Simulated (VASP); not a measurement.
# Sr2TlO2 (P-3m1) in VASP: a series of runs

Sr2TlO2 is run at these levels: PBE; tasks: single point, relaxation of cell and atoms.

All numbers are computed with VASP 6.6.1; they aren't measurements. Logs are shortened: lines on timing, memory, paths and dates and some standing lists are left out, and cuts for length are marked.

**1. The cell of the first run**

The structure is trigonal, space group P-3m1 (No. 164). Conventional cell: a = 4.509 Å, b = 4.509 Å, c = 7.229 Å, α = 90.00°, β = 90.00°, γ = 120.00°. Sr (site symmetry 3m) has 4 O at 2.79 to 2.88 Å and 3 Sr at 3.22 Å and 3 Tl at 3.73 Å within 3.8 Å. Within 4.1 Å of Tl (site symmetry -3m) lie 6 O at 3.10 Å and 6 Sr at 3.73 Å. Within 3.7 Å of O (site symmetry 3m) lie 4 Sr at 2.79 to 2.88 Å and 3 Tl at 3.10 Å.

**2. Single point, PBE**

INCAR reads:

```
ALGO = Normal ; EDIFF = 1E-6
ENCUT = 600 ; GGA = PE
GGA_COMPAT = False ; ISIF = 2
ISMEAR = 0 ; LASPH = True
LCHARG = False ; LREAL = False
LWAVE = False ; NBANDS = 30
NELM = 120 ; PREC = Accurate
SIGMA = 0.1
```

KPOINTS reads:

```
k-points
0
Gamma
  6 6 4
```

POSCAR reads:

```
Sr2TlO2
1.0
    4.5086481255      0.0000000000      0.0000000000
   -2.2543240627      3.9046038134      0.0000000000
    0.0000000000      0.0000000000      7.2287947371
Sr Tl O
2 1 2
Direct
    0.3333333333      0.6666666667      0.3694400000
    0.6666666667      0.3333333333      0.6305600000
    0.0000000000      0.0000000000      0.0000000000
    0.3333333333      0.6666666667      0.7679300000
    0.6666666667      0.3333333333      0.2320700000
```

Potentials or basis: VASP PAW PBE potentials, release 64 (Sr_sv, Tl_d, O).

Launch:

```bash
> cat potpaw_PBE.64/Sr_sv/POTCAR potpaw_PBE.64/Tl_d/POTCAR potpaw_PBE.64/O/POTCAR > POTCAR
> mpirun -np 1 vasp_std > vasp.out
```

OUTCAR:

```text
EDIFF = 1E-6
   ENCUT = 600
   GGA = PE
   ISIF = 2
   ISMEAR = 0
   LASPH = True
   LREAL = False
   NELM = 120
   PREC = Accurate

 ion  position               nearest neighbor table
   1  0.333  0.667  0.369-   5 2.79   5 2.79   5 2.79   4 2.88   2 3.22   2 3.22   2 3.22   3 3.73
                             3 3.73   3 3.73
   2  0.667  0.333  0.631-   4 2.79   4 2.79   4 2.79   5 2.88   1 3.22   1 3.22   1 3.22   3 3.73
                             3 3.73   3 3.73
   3  0.000  0.000  0.000-   1 3.73   2 3.73   1 3.73   2 3.73   2 3.73   1 3.73
   4  0.333  0.667  0.768-   2 2.79   2 2.79   2 2.79   1 2.88
   5  0.667  0.333  0.232-   1 2.79   1 2.79   1 2.79   2 2.88

  LATTYP: Found a hexagonal cell.
 ALAT       =     4.5086481255
 C/A-ratio  =     1.6033175657

  Lattice vectors:

 A1 = (   4.5086481255,   0.0000000000,   0.0000000000)
 A2 = (  -2.2543240627,   3.9046038134,   0.0000000000)
 A3 = (   0.0000000000,   0.0000000000,   7.2287947371)

Analysis of symmetry for initial positions (statically):
=====================================================================
 Subroutine PRICEL returns:
 Original cell was already a primitive cell.

 Routine SETGRP: Setting up the symmetry group for a
 hexagonal supercell.

 Subroutine GETGRP returns: Found 12 space group operations
 (whereof 12 operations were pure point group operations)
 out of a pool of 24 trial point group operations.

The static configuration has the point symmetry D_3d.

Analysis of symmetry for dynamics (positions and initial velocities):
=====================================================================
 Subroutine PRICEL returns:
 Original cell was already a primitive cell.

 Routine SETGRP: Setting up the symmetry group for a
 hexagonal supercell.

 Subroutine GETGRP returns: Found 12 space group operations
 (whereof 12 operations were pure point group operations)
 out of a pool of 24 trial point group operations.

The dynamic configuration has the point symmetry D_3d.

 Subroutine INISYM returns: Found 12 space group operations
 (whereof 12 operations are pure point group operations),
 and found     1 'primitive' translations

----------------------------------------------------------------------------------------

                                     Primitive cell

  volume of cell :     127.2592

  direct lattice vectors                    reciprocal lattice vectors
     4.508648125  0.000000000  0.000000000     0.221795973  0.128053965  0.000000000
    -2.254324063  3.904603813  0.000000000     0.000000000  0.256107930  0.000000000
     0.000000000  0.000000000  7.228794737     0.000000000  0.000000000  0.138335647

  length of vectors
     4.508648125  4.508648125  7.228794737     0.256107930  0.256107930  0.138335647

  position of ions in fractional coordinates (direct lattice)
     0.333333333  0.666666667  0.369440000
     0.666666667  0.333333333  0.630560000
     0.000000000  0.000000000  0.000000000
     0.333333333  0.666666667  0.767930000
     0.666666667  0.333333333  0.232070000

  ion indices of the primitive-cell ions
   primitive index   ion index
                 1           1
                 2           2
                 3           3
                 4           4
                 5           5

----------------------------------------------------------------------------------------

 KPOINTS: k-points

Automatic generation of k-mesh.
 Grid dimensions read from file:
 generate k-points for:    6    6    4

 Generating k-lattice:

  Cartesian coordinates                     Fractional coordinates (reciprocal lattice)
     0.036965996  0.021342327  0.000000000     0.166666667  0.000000000  0.000000000
     0.000000000  0.042684655  0.000000000     0.000000000  0.166666667  0.000000000
     0.000000000  0.000000000  0.034583912     0.000000000  0.000000000  0.250000000

  Length of vectors
     0.042684655  0.042684655  0.034583912

  Shift w.r.t. Gamma in fractional coordinates (k-lattice)
     0.000000000  0.000000000  0.000000000

 Subroutine IBZKPT returns following result:
 ===========================================

 Found     24 irreducible k-points:

 Following reciprocal coordinates:
            Coordinates               Weight
  0.000000  0.000000  0.000000      1.000000
  0.166667 -0.000000  0.000000      6.000000
  0.333333 -0.000000  0.000000      6.000000
  0.500000  0.000000  0.000000      3.000000
  0.166667  0.166667  0.000000      6.000000
  0.333333  0.166667  0.000000     12.000000
[... 16 lines left out ...]
  0.333333  0.166667  0.500000     12.000000
  0.333333  0.333333  0.500000      2.000000
   k-points           NKPTS =     24   k-points in BZ     NKDIM =     24   number of bands    NBANDS=     30
   number of dos      NEDOS =    301   number of ions     NIONS =      5
   total plane-waves  NPLWV =  77760
   dimension x,y,z NGX =    36 NGY =   36 NGZ =   60
   dimension x,y,z NGXF=    72 NGYF=   72 NGZF=  120
   ions per type =               2   1   2
   NGX,Y,Z   is equivalent  to a cutoff of  13.27, 13.27, 13.80 a.u.
   NGXF,Y,Z  is equivalent  to a cutoff of  26.55, 26.55, 27.60 a.u.
 SYSTEM =  unknown system
   PREC   = accura    normal or accurate (medium, high low for compatibility)
   ISTART =      0    job   : 0-new  1-cont  2-samecut
   ICHARG =      2    charge: 1-file 2-atom 10-const
   ISPIN  =      1    spin polarized calculation?
   LNONCOLLINEAR =      F non collinear calculations
   LSORBIT =      F    spin-orbit coupling
   LASPH  =      T    aspherical Exc in radial PAW
   ENCUT  =  600.0 eV  44.10 Ry    6.64 a.u.   9.00  9.00 14.44*2*pi/ulx,y,z
   NELM   =    120;   NELMIN=  2; NELMDL= -5     # of ELM steps
   EDIFF  = 0.1E-05   stopping-criterion for ELM
   LREAL  =      F    real-space projection
   EDIFFG = 0.1E-04   stopping-criterion for IOM
   NSW    =      0    number of steps for IOM
   IBRION =     -1    ionic relax: 0-MD 1-quasi-New 2-CG
   NFREE  =      0    steps in history (QN), initial steepest desc. (CG)
   ISIF   =      2    stress and relaxation
   ISYM   =      2    0-nonsym 1-usesym 2-fastsym
   POTIM  = 0.5000    time-step for ionic-motion
   TEBEG  =    0.0;   TEEND  =   0.0 temperature during run
   PSTRESS=    0.0 pullay stress
   NELECT =      45.0000    total number of electrons
   NUPDOWN=      -1.0000    fix difference up-down
   EMIN   =  10.00;   EMAX   =-10.00  energy-range for DOS
   EFERMI =   0.00;   METHOD = LEGACY
   ISMEAR =     0;   SIGMA  =   0.10  broadening in eV -4-tet -1-fermi 0-gaus
   EFERMI_NEDOS =   21; number of points for ismear=-14 and -15
   IALGO  =     38    algorithm
   IMIX   =      4    mixing-type and parameters
     AMIX     =   0.40;   BMIX     =  1.00
     AMIX_MAG =   1.60;   BMIX_MAG =  1.00
  volume/ion in A,a.u.               =      25.45       171.76
  Fermi-wavevector in a.u.,A,eV,Ry     =   1.157664  2.187668 18.234343  1.340186
  Thomas-Fermi vector in A             =   2.294274
   LORBIT       =      0    0 simple, 1 ext, 2 COOP (PROOUT), +10 PAW based schemes
   GGA     = PE    functional components
   LHFCALC =     F    Hartree Fock is set to
   AEXX    =    0.0000 exact exchange contribution
   IVDW    =     0    specifies the selected vdW correction
   LEPSILON=     F    determine dielectric tensor
   LRPA    =     F    only Hartree local field effects (RPA)
 non-spin polarized calculation
 Gauss-broadening in eV      SIGMA  =   0.10
  energy-cutoff  :      600.00
  volume of cell :      127.26
 maximum number of plane-waves:      4269
   NGX = 17   NGY = 17   NGZ = 29

 number of electron      45.0000009 magnetization

 Free energy of the ion-electron system (eV)
  ---------------------------------------------------
  ext. energy  EPLUGINS =         0.00000000
  ---------------------------------------------------
  free energy    TOTEN  =       -21.12634119 eV

  energy without entropy =      -21.09635766  energy(sigma->0) =      -21.11134942

 E-fermi :   3.4176     XC(G=0):  -8.8704

 val. band max:        3.3787161162   @ k =  -0.1667   0.5000   0.2500
 cond. band min:       3.4437941095   @ k =   0.3333  -0.0000   0.0000
 fundamental gap:      0.0650779933
 Fermi energy:         3.4176075766

 k-point     1 :       0.0000    0.0000    0.0000
  band No.  band energies     occupation
      1     -33.0460      2.00000
      2     -32.8298      2.00000
      3     -15.2538      2.00000
      4     -15.1371      2.00000
      5     -15.1371      2.00000
      6     -14.9958      2.00000
[... 22 lines left out ...]
     29       6.5864      0.00000
     30       6.7286      0.00000

 k-point     2 :       0.1667   -0.0000    0.0000
  band No.  band energies     occupation
      1     -33.0320      2.00000
      2     -32.8414      2.00000
      3     -15.3357      2.00000
      4     -15.2733      2.00000
      5     -15.1656      2.00000
      6     -14.8220      2.00000
[... 22 lines left out ...]
     29       6.5430      0.00000
     30       6.8056      0.00000

 k-point     3 :       0.3333   -0.0000    0.0000
  band No.  band energies     occupation
      1     -32.9967      2.00000
      2     -32.8719      2.00000
      3     -15.5151      2.00000
      4     -15.3586      2.00000
      5     -15.2167      2.00000
      6     -14.7646      2.00000
[... 22 lines left out ...]
     29       6.7796      0.00000
     30       7.3749      0.00000

 k-point     4 :       0.5000    0.0000    0.0000
  band No.  band energies     occupation
      1     -32.9691      2.00000
      2     -32.8972      2.00000
      3     -15.5773      2.00000
      4     -15.4175      2.00000
      5     -15.2401      2.00000
      6     -14.6972      2.00000
[... 616 lines left out ...]
     29       6.7269      0.00000
     30       6.7457      0.00000

 k-point    23 :       0.3333    0.1667    0.5000
  band No.  band energies     occupation
      1     -32.9691      2.00000
      2     -32.8971      2.00000
      3     -15.5475      2.00000
      4     -15.4351      2.00000
      5     -15.2738      2.00000
      6     -14.7092      2.00000
[... 22 lines left out ...]
     29       6.7760      0.00000
     30       7.1401      0.00000

 k-point    24 :       0.3333    0.3333    0.5000
  band No.  band energies     occupation
      1     -32.9325      2.00000
      2     -32.9325      2.00000
      3     -15.5051      2.00000
      4     -15.5051      2.00000
      5     -15.3265      2.00000
      6     -14.6687      2.00000
[... 22 lines left out ...]
     29       7.3079      0.00000
     30       7.3080      0.00000

------------------------ aborting loop because EDIFF is reached ----------------------------------------

  FORCE on cell =-STRESS in cart. coord.  units (eV):
  Direction    XX          YY          ZZ          XY          YZ          ZX
  --------------------------------------------------------------------------------------
  -------------------------------------------------------------------------------------
  Total       -4.2752315     -4.2752315     -4.5959301     -0.0000000      0.0000000      0.0000000
  in kB      -53.8246252    -53.8246252    -57.8621788     -0.0000000      0.0000000      0.0000000
  external PRESSURE =     -55.1704764 kB  Pullay stress =       0.0000000 kB

 VOLUME and BASIS-vectors are now :
 -----------------------------------------------------------------------------
  energy-cutoff  :      600.00
  volume of cell :      127.26
      direct lattice vectors                 reciprocal lattice vectors
     4.508648125  0.000000000  0.000000000     0.221795973  0.128053965  0.000000000
    -2.254324063  3.904603813  0.000000000     0.000000000  0.256107930  0.000000000
     0.000000000  0.000000000  7.228794737     0.000000000  0.000000000  0.138335647

 POSITION                                       TOTAL-FORCE (eV/Angst)
 -----------------------------------------------------------------------------------
     -0.00000      2.60307      2.67061        -0.000000      0.000000     -2.200767
      2.25432      1.30153      4.55819         0.000000      0.000000      2.200767
      0.00000      0.00000      0.00000         0.000000      0.000000     -0.000000
     -0.00000      2.60307      5.55121        -0.000000      0.000000     -1.889374
      2.25432      1.30153      1.67759         0.000000     -0.000000      1.889374
 -----------------------------------------------------------------------------------
    total drift:                               -0.000000     -0.000000      0.000000

  FREE ENERGIE OF THE ION-ELECTRON SYSTEM (eV)
  ---------------------------------------------------
  free  energy   TOTEN  =       -21.1263411914 eV

  energy  without entropy=      -21.0963576567  energy(sigma->0) =      -21.11134942
```

Wall time 73 s (1 thread of AMD EPYC 9R45 (Zen 5), shared host); peak memory 0.3 GiB.

Results:

* Free energy: -21.1263 eV
* Pressure: -5.5 GPa
* Largest force: 2.201 eV/Å
* Band gap on the k mesh: zero (an odd number of electrons rules out a gap without spin polarisation)

Forces in eV/Å, atoms in the order of the input:
```
Sr   0.000  0.000 -2.201
Sr   0.000  0.000  2.201
Tl   0.000  0.000  0.000
O    0.000  0.000 -1.889
O    0.000  0.000  1.889
```

Stress tensor (GPa, compression positive):
```
-5.38  0.00  0.00
 0.00 -5.38  0.00
 0.00  0.00 -5.79
```

Caveat: the cell stands under tension; spin-orbit coupling is left out, which moves the levels of the heavy elements; an odd number of electrons without spin polarisation forces a metal; a magnetic or distorted state may lie lower.

[end of part 1 of 2]
